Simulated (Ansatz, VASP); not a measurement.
This is a calculation of Se for VASP 6.6.1.

Contents of INCAR:

```
ALGO     = Normal         # electronic algorithm
EDIFF    = 1E-6           # SCF threshold, eV
ENCUT    = 520            # plane-wave cutoff, eV
GGA      = PE             # functional
ISIF     = 2              # what is computed and relaxed
ISMEAR   = 0              # smearing method
LASPH    = T              # aspherical terms in the spheres
LCHARG   = T              # write CHGCAR
LELF     = T              # ELF
LREAL    = F              # projectors in reciprocal space
LVHAR    = T            
LWAVE    = F              # write WAVECAR
NBANDS   = 16             # bands
NELM     = 60             # most SCF steps
PREC     = Accurate       # precision mode
SIGMA    = 0.026000000000000002 # smearing width, eV
```

The input KPOINTS:

```
k-points
0
Gamma
  7 7 6
```

File POSCAR:

```
Se
1.0
    4.3662000000      0.0000000000      0.0000000000
   -2.1831000000      3.7812401180      0.0000000000
    0.0000000000      0.0000000000      4.9536000000
Se
3
Direct
    0.7746000000      0.7746000000      0.0000000000
    0.0000000000      0.2254000000      0.6666666667
    0.2254000000      0.0000000000      0.3333333333
```

Potentials or basis: VASP PAW PBE potentials, release 64 (Se).

Launch:

```sh
$ cat potpaw_PBE.64/Se/POTCAR > POTCAR
$ mpirun -np 1 vasp_std > vasp.out
```

Task: Translate it to Ansatz 0.2.0. Potentials there: Ansatz PAW.

Result: As run (the cutoff follows the program's own potentials):

The input input.yaml:

```yaml
crystal:
  lattice:
    - [4.3662, 0.0, 0.0]
    - [-2.1831, 3.781240118, 0.0]
    - [0.0, 0.0, 4.9536]
  atoms:
    - { symbol: Se, position: [0.7746, 0.7746, 0.0] }
    - { symbol: Se, position: [0.0, 0.2254, 0.6666666667] }
    - { symbol: Se, position: [0.2254, 0.0, 0.3333333333] }
hamiltonian:
  xc: pbe
  pseudopotentials: { kind: paw }
kpoints:
  mp_grid: { grid: [7, 7, 6] }
scf:
  occupations: { method: gaussian, width: 0.026 }
output:
  forces: true
  stress: true
  eigenvalues: true
```

Potentials or basis: Ansatz PAW.

Launch:

```sh
$ ansatz run input.yaml --threads 2 --pin off --max-ram 5632MiB --backend cpu --events-out ev --progress --plain --runs-dir out
```

Both were run:

|  | VASP | Ansatz | Ansatz less VASP |
| --- | --- | --- | --- |
| gap on the k mesh at the Fermi level (eV) | 1.21 | 1.21 | 0.000 |
| least direct gap on the mesh (eV) | 1.47 | 1.48 | +0.012 |
| pressure (GPa) | 2.9 | 2.8 | -0.13 |
| traceless stress, the component that is largest in VASP (GPa) | 1.22 | 1.18 | -0.047 |
| rms of the force components (eV/Å) | 0.251 | 0.232 | -0.0189 |

Atom by atom the forces differ by 0.019 eV/Å (rms over components). VASP's potentials hold 18 valence electrons a cell and Ansatz's 48, so a difference there can come from the potentials and not from the codes.

Noted on Ansatz's run: odd divisions of the mesh miss points on the zone boundary, where band edges often lie, so the gap on the mesh can be too wide.
